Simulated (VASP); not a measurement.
# Li2Be3Au: relaxation of cell and atoms with PBE

The system is Li2Be3Au.

```
Li Be Au
1.0
     5.06796    0.00000    0.00000
    -2.53398    4.38899    0.00000
     0.00000    0.00000    2.75453
Li Be Au
2 3 1
Direct
  0.33333 0.66667 0.00000
  0.66667 0.33333 0.00000
  0.50000 0.00000 0.50000
  0.50000 0.50000 0.50000
  0.00000 0.50000 0.50000
  0.00000 0.00000 0.00000
```

The cell was built from a structure type or drawn by symmetry, and may not be a known phase.

* Program: VASP 6.6.1
* Task: relaxation of cell and atoms
* Functional: PBE
* Potentials or basis: VASP PAW PBE potentials, release 64 (Li_sv, Be, Au_sv_GW)
* Cutoff: 750 eV
* k mesh: 6 × 6 × 6
* Occupations: gaussian, width 0.1 eV
* Spin: no spin polarisation
* Dipole correction: no
* Further INCAR settings: ALGO = Normal; EDIFF = 1e-07; IBRION = 2; EDIFFG = -0.04; NSW = 90; ISIF = 3

- Relaxed volume: 11.21 Å³/atom
- Relaxed cell: a = 4.438 Å, b = 4.438 Å, c = 3.942 Å, α = 90.00°, β = 90.00°, γ = 120.00°
- Space group after relaxing (to 0.1 Å): P6/mmm (No. 191)
- Energy gained by relaxing: 621.4 meV/atom
- Ionic steps: 9
- Pressure after relaxing: 0.1 GPa
- Band gap on the k mesh: zero (an odd number of electrons rules out a gap without spin polarisation)

Stress tensor (GPa, compression positive):
```
 0.23  0.00  0.00
 0.00  0.23  0.00
 0.00  0.00 -0.01
```

Step by step:
```
step  energy change (eV)  largest force (eV/Å)  pressure (GPa)  volume (Å³)
   1              0.0000                0.0000           12.02        61.27
   2             -1.8829                0.0000           -0.74        67.79
   3             -2.8941                0.0000           -7.10        74.64
   4             -2.8369                0.0000          -11.47        86.27
   5             -3.1596                0.0000           -9.45        79.03
   6             -3.6971                0.0000           -1.66        69.46
   7             -3.6977                0.0000           -2.06        69.81
   8             -3.7253                0.0000           -0.59        68.04
   9             -3.7283                0.0000            0.15        67.25
```

Final structure:
```yaml
crystal:
  lattice:
    - [4.43841, 0.00000, 0.00000]
    - [-2.21920, 3.84377, 0.00000]
    - [0.00000, 0.00000, 3.94203]
  atoms:
    - { symbol: Li, position: [0.33333, 0.66667, 0.00000] }
    - { symbol: Li, position: [0.66667, 0.33333, 0.00000] }
    - { symbol: Be, position: [0.50000, 0.00000, 0.50000] }
    - { symbol: Be, position: [0.50000, 0.50000, 0.50000] }
    - { symbol: Be, position: [0.00000, 0.50000, 0.50000] }
    - { symbol: Au, position: [0.00000, 0.00000, 0.00000] }
```

Levels at points of the mesh, in eV from the Fermi level:
```tsv
k point	band 13	band 14	band 15	band 16	band 17	band 18	band 19
(0.00, 0.00, 0.00)	-1.83	-1.54	-0.26	-0.26	1.37	3.02	3.02
(0.50, 0.00, 0.00)	-4.12	-1.74	-1.50	1.51	1.58	3.79	5.06
(0.00, 0.00, 0.50)	-3.42	-2.11	2.58	2.58	3.78	3.78	4.09
(0.50, 0.00, 0.50)	-2.92	-2.31	-2.27	-1.27	0.14	2.15	4.48
```

Wall time 7.1 min on 1 thread of Intel(R) Xeon(R) Platinum 8375C CPU @ 2.90GHz (Ice Lake), on a shared host, peak memory 0.29 GiB.

Caveat: the k points lie up to 0.27 Å⁻¹ apart in the final cell, too coarse for converged energies and pressures of a metal; a cell axis changed by over 15 % at a fixed basis, so the end point is rough; spin-orbit coupling is left out, which moves the levels of the heavy elements.
